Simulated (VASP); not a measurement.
# MgS (xso) (Fm-3m) in VASP: single point with PBEsol

Aim: the single point of MgS (xso) with PBEsol.

Program: VASP 6.6.1. These are calculated values, not measurements. Logs are shortened: lines on timing, memory, paths and dates and some standing lists are left out, and cuts for length are marked.

### 1 The cell of the first run

The structure is cubic, space group Fm-3m (No. 225). Conventional cell: a = 5.200 Å, b = 5.200 Å, c = 5.200 Å, α = 90.00°, β = 90.00°, γ = 90.00°. Mg (site symmetry m-3m) has 6 S at 2.60 Å within 3.4 Å. Within 3.4 Å of S (site symmetry m-3m) lie 6 Mg at 2.60 Å.

### 2 Single point, PBEsol, non-collinear spin, zero start, spin-orbit coupling

The input, INCAR:

```
  PREC = Accurate
  ENCUT = 520
  EDIFF = 1E-7
  ISMEAR = 0
  SIGMA = 0.01
  LREAL = F
  LASPH = T
  NELM = 150
  ALGO = Normal
  ISIF = 2
  LWAVE = F
  LCHARG = F
  MAGMOM = 0 0 0 0 0 0
  LORBIT = 11
  LSORBIT = T
  GGA_COMPAT = F
  LORBMOM = T
  GGA = PS
  NBANDS = 20
```

The input, KPOINTS:

```
Automatic mesh
0
Gamma
  6 6 6
```

The input, POSCAR:

```
MgS
1.0
    0.0000000000      2.6000000000      2.6000000000
    2.6000000000      0.0000000000      2.6000000000
    2.6000000000      2.6000000000      0.0000000000
Mg S
1 1
Direct
    0.0000000000      0.0000000000      0.0000000000
    0.5000000000      0.5000000000      0.5000000000
```

Potentials or basis: VASP PAW PBE potentials, release 64 (Mg, S).

Launch:

```sh
$ cat potpaw_PBE.64/Mg/POTCAR potpaw_PBE.64/S/POTCAR > POTCAR
$ mpirun -np 1 vasp_ncl > vasp.out
```

OUTCAR:

```text
PREC = Accurate
   ENCUT = 520
   EDIFF = 1E-7
   ISMEAR = 0
   LREAL = F
   LASPH = T
   NELM = 150
   ISIF = 2
   LORBIT = 11
   LSORBIT = T
   GGA = PS

 ion  position               nearest neighbor table
   1  0.000  0.000  0.000-   2 2.60   2 2.60   2 2.60   2 2.60   2 2.60   2 2.60
   2  0.500  0.500  0.500-   1 2.60   1 2.60   1 2.60   1 2.60   1 2.60   1 2.60

  LATTYP: Found a face centered cubic cell.
 ALAT       =     5.2000000000

  Lattice vectors:

 A1 = (   0.0000000000,   2.6000000000,   2.6000000000)
 A2 = (   2.6000000000,   0.0000000000,   2.6000000000)
 A3 = (   2.6000000000,   2.6000000000,   0.0000000000)

Analysis of symmetry for initial positions (statically):
=====================================================================
 Subroutine PRICEL returns:
 Original cell was already a primitive cell.

 Routine SETGRP: Setting up the symmetry group for a
 face centered cubic supercell.

 Subroutine GETGRP returns: Found 48 space group operations
 (whereof 48 operations were pure point group operations)
 out of a pool of 48 trial point group operations.

The static configuration has the point symmetry O_h .

Analysis of symmetry for dynamics (positions and initial velocities):
=====================================================================
 Subroutine PRICEL returns:
 Original cell was already a primitive cell.

 Routine SETGRP: Setting up the symmetry group for a
 face centered cubic supercell.

 Subroutine GETGRP returns: Found 48 space group operations
 (whereof 48 operations were pure point group operations)
 out of a pool of 48 trial point group operations.

The dynamic configuration has the point symmetry O_h .

Analysis of structural, dynamic, and magnetic symmetry:
=====================================================================
 Subroutine PRICEL returns:
 Original cell was already a primitive cell.

 Routine SETGRP: Setting up the symmetry group for a
 face centered cubic supercell.

 Subroutine GETGRP returns: Found 48 space group operations
 (whereof 48 operations were pure point group operations)
 out of a pool of 48 trial point group operations.

The overall configuration has the point symmetry O_h .

 Subroutine INISYM returns: Found 48 space group operations
 (whereof 48 operations are pure point group operations),
 and found     1 'primitive' translations

----------------------------------------------------------------------------------------

                                     Primitive cell

  volume of cell :      35.1520

  direct lattice vectors                    reciprocal lattice vectors
     0.000000000  2.600000000  2.600000000    -0.192307692  0.192307692  0.192307692
     2.600000000  0.000000000  2.600000000     0.192307692 -0.192307692  0.192307692
     2.600000000  2.600000000  0.000000000     0.192307692  0.192307692 -0.192307692

  length of vectors
     3.676955262  3.676955262  3.676955262     0.333086694  0.333086694  0.333086694

  position of ions in fractional coordinates (direct lattice)
     0.000000000  0.000000000  0.000000000
     0.500000000  0.500000000  0.500000000

  ion indices of the primitive-cell ions
   primitive index   ion index
                 1           1
                 2           2

----------------------------------------------------------------------------------------

 KPOINTS: Automatic mesh

Automatic generation of k-mesh.
 Grid dimensions read from file:
 generate k-points for:    6    6    6

 Generating k-lattice:

  Cartesian coordinates                     Fractional coordinates (reciprocal lattice)
    -0.032051282  0.032051282  0.032051282     0.166666667  0.000000000  0.000000000
[... 85 lines left out ...]
   NGX = 13   NGY = 13   NGZ = 13

 number of electron       8.0000000 magnetization      -0.0000000      0.0000000      0.0000000

 number of electron       8.0000000 magnetization       0.0000000     -0.0000000     -0.0000000

 number of electron       8.0000000 magnetization       0.0000000      0.0000000      0.0000000

 Free energy of the ion-electron system (eV)
  ---------------------------------------------------
  ext. energy  EPLUGINS =         0.00000000
  ---------------------------------------------------
  free energy    TOTEN  =        -9.07163168 eV

  energy without entropy =       -9.07163168  energy(sigma->0) =       -9.07163168

 E-fermi :   3.8351     XC(G=0):  -9.8438

 val. band max:        3.7259504169   @ k =   0.0000   0.0000   0.0000
 cond. band min:       6.4006987943   @ k =   0.5000   0.5000   0.0000
 fundamental gap:      2.6747483774
 Fermi energy:         3.8350524648

 k-point     1 :       0.0000    0.0000    0.0000
  band No.  band energies     occupation
      1      -8.9994      1.00000
      2      -8.9994      1.00000
      3       3.6323      1.00000
      4       3.6323      1.00000
      5       3.7260      1.00000
      6       3.7260      1.00000
[... 357 lines left out ...]
     19      18.6460      0.00000
     20      18.6462      0.00000

------------------------ aborting loop because EDIFF is reached ----------------------------------------

  FORCE on cell =-STRESS in cart. coord.  units (eV):
  Direction    XX          YY          ZZ          XY          YZ          ZX
  --------------------------------------------------------------------------------------
  -------------------------------------------------------------------------------------
  Total       -0.2112765     -0.2112765     -0.2112765      0.0000000      0.0000000     -0.0000000
  in kB       -9.6296791     -9.6296791     -9.6296791      0.0000000      0.0000000     -0.0000000
  external PRESSURE =      -9.6296791 kB  Pullay stress =       0.0000000 kB

 VOLUME and BASIS-vectors are now :
 -----------------------------------------------------------------------------
  energy-cutoff  :      520.00
  volume of cell :       35.15
      direct lattice vectors                 reciprocal lattice vectors
     0.000000000  2.600000000  2.600000000    -0.192307692  0.192307692  0.192307692
     2.600000000  0.000000000  2.600000000     0.192307692 -0.192307692  0.192307692
     2.600000000  2.600000000  0.000000000     0.192307692  0.192307692 -0.192307692

 POSITION                                       TOTAL-FORCE (eV/Angst)
 -----------------------------------------------------------------------------------
      0.00000      0.00000      0.00000        -0.000000     -0.000000      0.000000
      2.60000      2.60000      2.60000         0.000000      0.000000      0.000000
 -----------------------------------------------------------------------------------
    total drift:                                0.000000      0.000000      0.000000

  FREE ENERGIE OF THE ION-ELECTRON SYSTEM (eV)
  ---------------------------------------------------
  free  energy   TOTEN  =        -9.0716316825 eV

  energy  without entropy=       -9.0716316825  energy(sigma->0) =       -9.07163168

 orbital moment (x)

 # of ion     p       d       tot
 ----------------------------------------
  1         0.000  -0.000  -0.000
  2         0.000   0.000   0.000
 ----------------------------------------
            0.000  -0.000  -0.000

 orbital moment (y)

 # of ion     p       d       tot
 ----------------------------------------
  1         0.000   0.000   0.000
  2         0.000   0.000   0.000
 ----------------------------------------
            0.000   0.000   0.000

 orbital moment (z)

 # of ion     p       d       tot
 ----------------------------------------
  1         0.000   0.000   0.000
  2         0.000   0.000   0.000
 ----------------------------------------
            0.000   0.000   0.000

 Spin-Orbit-Coupling matrix elements

 Ion:    1  E_soc:     -0.0000350
 l=   1
     0.0000000    -0.0000058    -0.0000058
    -0.0000058     0.0000000    -0.0000058
    -0.0000058    -0.0000058     0.0000000
 l=   2
     0.0000000     0.0000000     0.0000000     0.0000000    -0.0000000
     0.0000000     0.0000000    -0.0000000     0.0000000    -0.0000000
     0.0000000    -0.0000000     0.0000000    -0.0000000     0.0000000
     0.0000000     0.0000000    -0.0000000     0.0000000    -0.0000000
    -0.0000000    -0.0000000     0.0000000    -0.0000000     0.0000000
 l=   3
     0.0000000     0.0000000     0.0000000     0.0000000     0.0000000     0.0000000     0.0000000
     0.0000000     0.0000000     0.0000000     0.0000000     0.0000000     0.0000000     0.0000000
     0.0000000     0.0000000     0.0000000     0.0000000     0.0000000     0.0000000     0.0000000
     0.0000000     0.0000000     0.0000000     0.0000000     0.0000000     0.0000000     0.0000000
     0.0000000     0.0000000     0.0000000     0.0000000     0.0000000     0.0000000     0.0000000
     0.0000000     0.0000000     0.0000000     0.0000000     0.0000000     0.0000000     0.0000000
     0.0000000     0.0000000     0.0000000     0.0000000     0.0000000     0.0000000     0.0000000

 Ion:    2  E_soc:     -0.0016276
 l=   1
     0.0000000    -0.0002713    -0.0002713
    -0.0002713     0.0000000    -0.0002713
    -0.0002713    -0.0002713     0.0000000
 l=   2
     0.0000000     0.0000000     0.0000000     0.0000000     0.0000000
     0.0000000     0.0000000     0.0000000     0.0000000     0.0000000
     0.0000000     0.0000000     0.0000000     0.0000000     0.0000000
     0.0000000     0.0000000     0.0000000     0.0000000     0.0000000
     0.0000000     0.0000000     0.0000000     0.0000000     0.0000000
 l=   3
     0.0000000     0.0000000     0.0000000     0.0000000     0.0000000     0.0000000     0.0000000
     0.0000000     0.0000000     0.0000000     0.0000000     0.0000000     0.0000000     0.0000000
     0.0000000     0.0000000     0.0000000     0.0000000     0.0000000     0.0000000     0.0000000
     0.0000000     0.0000000     0.0000000     0.0000000     0.0000000     0.0000000     0.0000000
     0.0000000     0.0000000     0.0000000     0.0000000     0.0000000     0.0000000     0.0000000
     0.0000000     0.0000000     0.0000000     0.0000000     0.0000000     0.0000000     0.0000000
     0.0000000     0.0000000     0.0000000     0.0000000     0.0000000     0.0000000     0.0000000

 total charge

# of ion       s       p       d       tot
------------------------------------------
    1        0.137   0.129   0.040   0.306
    2        1.308   2.480   0.000   3.789
--------------------------------------------------
tot          1.445   2.609   0.040   4.095

 magnetization (x)

# of ion       s       p       d       tot
------------------------------------------
    1        0.000   0.000   0.000   0.000
    2        0.000   0.000   0.000   0.000
--------------------------------------------------
tot          0.000   0.000   0.000   0.000

 magnetization (y)

# of ion       s       p       d       tot
------------------------------------------
    1       -0.000   0.000  -0.000  -0.000
    2       -0.000   0.000   0.000  -0.000
--------------------------------------------------
tot         -0.000   0.000  -0.000  -0.000

 magnetization (z)

# of ion       s       p       d       tot
------------------------------------------
    1        0.000   0.000  -0.000  -0.000
    2       -0.000  -0.000   0.000  -0.000
--------------------------------------------------
tot         -0.000  -0.000  -0.000  -0.000
```

Wall time 24 s (1 thread of Intel Xeon Platinum 8488C (Sapphire Rapids), shared host); peak memory 0.24 GiB.

What came out:

- Free energy: -9.0716 eV
- Pressure: -1.0 GPa
- Net moment: 0.00 μB per cell
- Valence electrons inside the program's atomic spheres: Mg 0.31; S 3.79

Moments on the atoms (μB; x, y, z):
```
Mg  0.00 0.00 0.00
S   0.00 0.00 0.00
```

Caveat: the PAW data sets were made with another functional, which shifts forces and pressure a little.
